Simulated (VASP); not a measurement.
A run of VASP 6.6.1:

Contents of INCAR:

```
PREC = Accurate
ENCUT = 520
EDIFF = 1E-6
ISMEAR = 0
SIGMA = 0.05
LREAL = F
LASPH = T
NELM = 100
ALGO = Normal
ISIF = 2
LWAVE = F
LCHARG = F
GGA = PE
IVDW = 12
NBANDS = 20
```

File KPOINTS:

```
regular mesh
0
Gamma
  18 18 10
```

The input POSCAR:

```
SnSe2
1.0
    3.6223185759      0.0000000000      0.0000000000
   -1.8111592880      3.1370199073      0.0000000000
    0.0000000000      0.0000000000      5.2061608734
Sn Se
1 2
Direct
    0.0000000000      0.0000000000      0.0000000000
    0.3333333333      0.6666666667      0.3058659731
    0.6666666667      0.3333333333      0.6941340269
```

Potentials or basis: VASP PAW PBE potentials, release 64 (Sn_d, Se).

The run is started by

```console
$ cat potpaw_PBE.64/Sn_d/POTCAR potpaw_PBE.64/Se/POTCAR > POTCAR
$ mpirun -np 1 vasp_std > vasp.out
```

Hardware: 1 thread of AMD EPYC 7571 (shared host).

How long does it take, and how much memory?

It took 8.2 min on 1 thread of AMD EPYC 7571 (shared host), peak memory 0.45 GiB. Counts: scf iterations 13, k points 330.
